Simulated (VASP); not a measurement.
# CsAs3 (I4/mmm) in VASP: a series of runs

Runs on CsAs3. Level: PBE. Tasks: single point.

Program: VASP 6.6.1. These are calculated values, not measurements. Logs are shortened: lines on timing, memory, paths and dates and some standing lists are left out, and cuts for length are marked.

## 1. The cell of the first run

The structure is tetragonal, space group I4/mmm (No. 139). The conventional cell has a = 4.594 Å, b = 4.594 Å, c = 10.263 Å, α = 90.00°, β = 90.00°, γ = 90.00°. Cs (site symmetry 4/mmm) has 12 As at 3.25 to 3.44 Å within 4.3 Å. Within 4.3 Å of As (site symmetry 4/mmm) lie 4 Cs at 3.25 Å and 8 As at 3.44 Å. As (site symmetry -4m2) has 8 As at 3.25 to 3.44 Å and 4 Cs at 3.44 Å within 4.3 Å.

## 2. Single point, PBE

INCAR

```
SYSTEM = CsAs3
ALGO = Normal
EDIFF = 1E-6
ENCUT = 520
GGA = PE
ISIF = 2
ISMEAR = 0
LASPH = .TRUE.
LCHARG = .FALSE.
LREAL = .FALSE.
LWAVE = .FALSE.
NBANDS = 20
NELM = 100
PREC = Accurate
SIGMA = 0.1
```

KPOINTS

```
k-points
0
G
  6 6 6
  0 0 0
```

POSCAR

```
CsAs3
1.0
   -2.2971825702      2.2971825702      5.1313688582
    2.2971825702     -2.2971825702      5.1313688582
    2.2971825702      2.2971825702     -5.1313688582
Cs As
1 3
Direct
    0.0000000000      0.0000000000      0.0000000000
    0.5000000000      0.5000000000      0.0000000000
    0.2500000000      0.7500000000      0.5000000000
    0.7500000000      0.2500000000      0.5000000000
```

Potentials or basis: VASP PAW PBE potentials, release 64 (Cs_sv, As).

Run with:

```sh
cat potpaw_PBE.64/Cs_sv/POTCAR potpaw_PBE.64/As/POTCAR > POTCAR
mpirun -np 1 vasp_std > vasp.out
```

OUTCAR:

```text
SYSTEM = CsAs3
   EDIFF = 1E-6
   ENCUT = 520
   GGA = PE
   ISIF = 2
   ISMEAR = 0
   LASPH = .TRUE.
   LREAL = .FALSE.
   NELM = 100
   PREC = Accurate

 ion  position               nearest neighbor table
   1  0.000  0.000  0.000-
   2  0.500  0.500  0.000-
   3  0.250  0.750  0.500-
   4  0.750  0.250  0.500-

  LATTYP: Found a body centered tetragonal cell.
 ALAT       =     4.5943651404
 C/A-ratio  =     2.2337662338

  Lattice vectors:

 A1 = (  -2.2971825702,   2.2971825702,   5.1313688582)
 A2 = (   2.2971825702,  -2.2971825702,   5.1313688582)
 A3 = (   2.2971825702,   2.2971825702,  -5.1313688582)

Analysis of symmetry for initial positions (statically):
=====================================================================
 Subroutine PRICEL returns:
 Original cell was already a primitive cell.

 Routine SETGRP: Setting up the symmetry group for a
 body centered tetragonal supercell.

 Subroutine GETGRP returns: Found 16 space group operations
 (whereof 16 operations were pure point group operations)
 out of a pool of 16 trial point group operations.

The static configuration has the point symmetry D_4h.

Analysis of symmetry for dynamics (positions and initial velocities):
=====================================================================
 Subroutine PRICEL returns:
 Original cell was already a primitive cell.

 Routine SETGRP: Setting up the symmetry group for a
 body centered tetragonal supercell.

 Subroutine GETGRP returns: Found 16 space group operations
 (whereof 16 operations were pure point group operations)
 out of a pool of 16 trial point group operations.

The dynamic configuration has the point symmetry D_4h.

 Subroutine INISYM returns: Found 16 space group operations
 (whereof 16 operations are pure point group operations),
 and found     1 'primitive' translations

----------------------------------------------------------------------------------------

                                     Primitive cell

  volume of cell :     108.3139

  direct lattice vectors                    reciprocal lattice vectors
    -2.297182570  2.297182570  5.131368858     0.000000000  0.217657929  0.097439887
     2.297182570 -2.297182570  5.131368858     0.217657929  0.000000000  0.097439887
     2.297182570  2.297182570 -5.131368858     0.217657929  0.217657929  0.000000000

  length of vectors
     6.073305680  6.073305680  6.073305680     0.238473280  0.238473280  0.307814795

  position of ions in fractional coordinates (direct lattice)
     0.000000000  0.000000000  0.000000000
     0.500000000  0.500000000  0.000000000
     0.250000000  0.750000000  0.500000000
     0.750000000  0.250000000  0.500000000

  ion indices of the primitive-cell ions
   primitive index   ion index
                 1           1
                 2           2
                 3           3
                 4           4

----------------------------------------------------------------------------------------

 KPOINTS: k-points

Automatic generation of k-mesh.
 Grid dimensions read from file:
 generate k-points for:    6    6    6

 Generating k-lattice:

  Cartesian coordinates                     Fractional coordinates (reciprocal lattice)
     0.000000000  0.036276321  0.016239981     0.166666667  0.000000000 -0.000000000
     0.036276321  0.000000000  0.016239981     0.000000000  0.166666667 -0.000000000
     0.036276321  0.036276321  0.000000000     0.000000000  0.000000000  0.166666667

  Length of vectors
     0.039745547  0.039745547  0.051302466

  Shift w.r.t. Gamma in fractional coordinates (k-lattice)
     0.000000000  0.000000000  0.000000000

 Subroutine IBZKPT returns following result:
 ===========================================

 Found     30 irreducible k-points:

 Following reciprocal coordinates:
            Coordinates               Weight
  0.000000  0.000000  0.000000      1.000000
  0.166667 -0.000000  0.000000      8.000000
  0.333333  0.000000  0.000000      8.000000
  0.500000 -0.000000  0.000000      4.000000
  0.166667  0.166667  0.000000      8.000000
  0.333333  0.166667  0.000000     16.000000
[... 16 lines left out ...]
 -0.333333 -0.333333  0.166667      8.000000
 -0.166667 -0.333333  0.166667      8.000000
 [... further k-points ...]
   k-points           NKPTS =     30   k-points in BZ     NKDIM =     30   number of bands    NBANDS=     20
   number of dos      NEDOS =    301   number of ions     NIONS =      4
   total plane-waves  NPLWV = 110592
   dimension x,y,z NGX =    48 NGY =   48 NGZ =   48
   dimension x,y,z NGXF=    96 NGYF=   96 NGZF=   96
   ions per type =               1   3
   NGX,Y,Z   is equivalent  to a cutoff of  13.14, 13.14, 13.14 a.u.
   NGXF,Y,Z  is equivalent  to a cutoff of  26.28, 26.28, 26.28 a.u.
 SYSTEM =  CsAs3
   PREC   = accura    normal or accurate (medium, high low for compatibility)
   ISTART =      0    job   : 0-new  1-cont  2-samecut
   ICHARG =      2    charge: 1-file 2-atom 10-const
   ISPIN  =      1    spin polarized calculation?
   LNONCOLLINEAR =      F non collinear calculations
   LSORBIT =      F    spin-orbit coupling
   LASPH  =      T    aspherical Exc in radial PAW
   ENCUT  =  520.0 eV  38.22 Ry    6.18 a.u.  11.29 11.29 11.29*2*pi/ulx,y,z
   NELM   =    100;   NELMIN=  2; NELMDL= -5     # of ELM steps
   EDIFF  = 0.1E-05   stopping-criterion for ELM
   LREAL  =      F    real-space projection
   EDIFFG = 0.1E-04   stopping-criterion for IOM
   NSW    =      0    number of steps for IOM
   IBRION =     -1    ionic relax: 0-MD 1-quasi-New 2-CG
   NFREE  =      0    steps in history (QN), initial steepest desc. (CG)
   ISIF   =      2    stress and relaxation
   ISYM   =      2    0-nonsym 1-usesym 2-fastsym
   POTIM  = 0.5000    time-step for ionic-motion
   TEBEG  =    0.0;   TEEND  =   0.0 temperature during run
   PSTRESS=    0.0 pullay stress
   NELECT =      24.0000    total number of electrons
   NUPDOWN=      -1.0000    fix difference up-down
   EMIN   =  10.00;   EMAX   =-10.00  energy-range for DOS
   EFERMI =   0.00;   METHOD = LEGACY
   ISMEAR =     0;   SIGMA  =   0.10  broadening in eV -4-tet -1-fermi 0-gaus
   EFERMI_NEDOS =   21; number of points for ismear=-14 and -15
   IALGO  =     38    algorithm
   IMIX   =      4    mixing-type and parameters
     AMIX     =   0.40;   BMIX     =  1.00
     AMIX_MAG =   1.60;   BMIX_MAG =  1.00
  volume/ion in A,a.u.               =      27.08       182.73
  Fermi-wavevector in a.u.,A,eV,Ry     =   0.990643  1.872044 13.352397  0.981373
  Thomas-Fermi vector in A             =   2.122328
   LORBIT       =      0    0 simple, 1 ext, 2 COOP (PROOUT), +10 PAW based schemes
   GGA     = PE    functional components
   LHFCALC =     F    Hartree Fock is set to
   AEXX    =    0.0000 exact exchange contribution
   IVDW    =     0    specifies the selected vdW correction
   LEPSILON=     F    determine dielectric tensor
   LRPA    =     F    only Hartree local field effects (RPA)
 non-spin polarized calculation
 Gauss-broadening in eV      SIGMA  =   0.10
  energy-cutoff  :      520.00
  volume of cell :      108.31
 maximum number of plane-waves:      2930
 NGX is ok and might be reduce to    48
   NGX = 23   NGY = 23   NGZ = 23

 number of electron      23.9999999 magnetization

 Free energy of the ion-electron system (eV)
  ---------------------------------------------------
  ext. energy  EPLUGINS =         0.00000000
  ---------------------------------------------------
  free energy    TOTEN  =       -12.18519365 eV

  energy without entropy =      -12.16850134  energy(sigma->0) =      -12.17684750

 E-fermi :   3.3268     XC(G=0):  -9.6163

 val. band max:        3.3032135162   @ k =  -0.1667  -0.1667   0.1667
 cond. band min:       3.3349823322   @ k =   0.5000   0.5000   0.5000
 fundamental gap:      0.0317688160
 Fermi energy:         3.3268176900

 k-point     1 :       0.0000    0.0000    0.0000
  band No.  band energies     occupation
      1     -17.4532      2.00000
      2      -8.1856      2.00000
      3      -5.9367      2.00000
      4      -5.1581      2.00000
      5      -4.8338      2.00000
      6      -4.5188      2.00000
[... 12 lines left out ...]
     19       9.7438      0.00000
     20      10.2884      0.00000

 k-point     2 :       0.1667   -0.0000    0.0000
  band No.  band energies     occupation
      1     -17.4395      2.00000
      2      -8.1542      2.00000
      3      -6.1734      2.00000
      4      -5.4451      2.00000
      5      -4.6640      2.00000
      6      -4.4809      2.00000
[... 12 lines left out ...]
     19       9.4170      0.00000
     20       9.9182      0.00000

 k-point     3 :       0.3333    0.0000    0.0000
  band No.  band energies     occupation
      1     -17.4119      2.00000
      2      -8.0385      2.00000
      3      -6.5321      2.00000
      4      -6.0570      2.00000
      5      -4.4003      2.00000
      6      -4.3287      2.00000
[... 12 lines left out ...]
     19      10.5077      0.00000
     20      10.7442      0.00000

 k-point     4 :       0.5000   -0.0000    0.0000
  band No.  band energies     occupation
      1     -17.3980      2.00000
      2      -7.9333      2.00000
      3      -6.7163      2.00000
      4      -6.3528      2.00000
      5      -4.3573      2.00000
      6      -4.1837      2.00000
[... 12 lines left out ...]
     19      10.6488      0.00000
     20      11.0392      0.00000

 k-point     5 :       0.1667    0.1667    0.0000
  band No.  band energies     occupation
      1     -17.4255      2.00000
      2      -8.0857      2.00000
      3      -6.4008      2.00000
      4      -5.7033      2.00000
      5      -4.5687      2.00000
      6      -4.4662      2.00000
[... 12 lines left out ...]
     19       9.0721      0.00000
     20      10.8005      0.00000
[... 353 lines left out ...]
      6      -4.0431      2.00000
[... 12 lines left out ...]
     19      10.0641      0.00000
     20      10.4719      0.00000

 k-point    22 :      -0.1667    0.5000    0.1667
  band No.  band energies     occupation
      1     -17.4081      2.00000
      2      -7.8954      2.00000
      3      -7.0955      2.00000
      4      -5.9182      2.00000
      5      -4.4235      2.00000
      6      -4.0503      2.00000
[... 12 lines left out ...]
     19       9.5759      0.00000
     20      11.0068      0.00000

 k-point    23 :      -0.3333   -0.3333    0.1667
  band No.  band energies     occupation
      1     -17.4198      2.00000
      2      -8.0033      2.00000
      3      -6.8741      2.00000
      4      -5.8770      2.00000
      5      -4.3535      2.00000
      6      -4.0324      2.00000
[... 12 lines left out ...]
     19       9.1308      0.00000
     20      10.0290      0.00000

 k-point    24 :      -0.1667   -0.3333    0.1667
  band No.  band energies     occupation
      1     -17.4339      2.00000
      2      -8.1314      2.00000
      3      -6.6351      2.00000
      4      -5.4994      2.00000
      5      -4.5150      2.00000
      6      -4.1953      2.00000
[... 12 lines left out ...]
     19       9.3416      0.00000
     20       9.4519      0.00000

 [... further k-points ...]
[... 5 lines left out ...]
  --------------------------------------------------------------------------------------
  -------------------------------------------------------------------------------------
  Total        0.4593863      0.4593863     -1.5404206      0.0000000      0.0000000     -0.0000000
  in kB        6.7952340      6.7952340    -22.7858719      0.0000000      0.0000000     -0.0000000
  external PRESSURE =      -3.0651346 kB  Pullay stress =       0.0000000 kB

 VOLUME and BASIS-vectors are now :
 -----------------------------------------------------------------------------
  energy-cutoff  :      520.00
  volume of cell :      108.31
      direct lattice vectors                 reciprocal lattice vectors
    -2.297182570  2.297182570  5.131368858     0.000000000  0.217657929  0.097439887
     2.297182570 -2.297182570  5.131368858     0.217657929  0.000000000  0.097439887
     2.297182570  2.297182570 -5.131368858     0.217657929  0.217657929  0.000000000

 POSITION                                       TOTAL-FORCE (eV/Angst)
 -----------------------------------------------------------------------------------
      0.00000      0.00000      0.00000         0.000000      0.000000     -0.000000
      0.00000      0.00000      5.13137         0.000000      0.000000     -0.000000
      2.29718      0.00000      2.56568        -0.000000     -0.000000      0.000000
      0.00000      2.29718      2.56568         0.000000      0.000000     -0.000000
 -----------------------------------------------------------------------------------
    total drift:                                0.000000     -0.000000      0.000000

  FREE ENERGIE OF THE ION-ELECTRON SYSTEM (eV)
  ---------------------------------------------------
  free  energy   TOTEN  =       -12.1851936472 eV

  energy  without entropy=      -12.1685013438  energy(sigma->0) =      -12.17684750
```

It took 4.4 min on 1 thread of AMD EPYC 7R13, shared host; peak memory 0.3 GiB.

Results:

| Item | Value |
| --- | --- |
| Free energy | -12.1852 eV |
| Pressure | -0.3 GPa |
| Band gap on the k mesh | zero (band 12 reaches 3.78 eV, above the bottom of band 13 at 3.15 eV) |

Caveat: spin-orbit coupling is left out, which moves the levels of the heavy elements.

## 3. Single point, PBE

This run uses another cell than the first one, of 26.20 Å³/atom, 0.967 times its volume.

INCAR

```
PREC = Accurate ; ENCUT = 520
EDIFF = 1E-6 ; ISMEAR = 0
SIGMA = 0.1 ; LREAL = F
LASPH = T ; NELM = 60
ALGO = Normal ; ISIF = 2
LWAVE = F ; LCHARG = T
GGA = PE ; LELF = T
LVHAR = T ; NBANDS = 20
```

KPOINTS

```
regular mesh
0
Gamma
  14 14 14
```

POSCAR

```
CsAs3
1.0
   -2.4729184215      2.4729184215      4.2838962592
    2.4729184215     -2.4729184215      4.2838962592
    2.4729184215      2.4729184215     -4.2838962592
Cs As
1 3
Direct
    0.0000000000      0.0000000000      0.0000000000
    0.5000000000      0.5000000000      0.0000000000
    0.2500000000      0.7500000000      0.5000000000
    0.7500000000      0.2500000000      0.5000000000
```

Potentials or basis: VASP PAW PBE potentials, release 64 (Cs_sv, As).

Run with:

```sh
cat potpaw_PBE.64/Cs_sv/POTCAR potpaw_PBE.64/As/POTCAR > POTCAR
mpirun -np 1 vasp_std > vasp.out
```

Run time: 17 min. Hardware: 1 thread of AMD EPYC 7R13, shared host; peak memory 0.57 GiB.

It converged, with:

- Free energy: -12.4793 eV
- Pressure: 0.2 GPa
- Band gap on the k mesh: zero (band 12 reaches 4.95 eV, above the bottom of band 13 at 2.44 eV)

Levels at points of the mesh, in eV from the Fermi level:
```
           k point  band 10  band 11  band 12  band 13  band 14  band 15
(0.00, 0.00, 0.00)    -2.49    -1.85    -1.27    -1.27     2.32     2.52
(0.50, 0.00, 0.00)    -1.92    -0.54    -0.10     0.13     0.53     1.28
(0.50, 0.50, 0.00)    -1.93    -0.86    -0.02     1.49     1.91     1.99
(0.50, 0.50, 0.50)    -0.98     0.17     0.43     0.92     0.92     1.19
```

Caveat: spin-orbit coupling is left out, which moves the levels of the heavy elements.
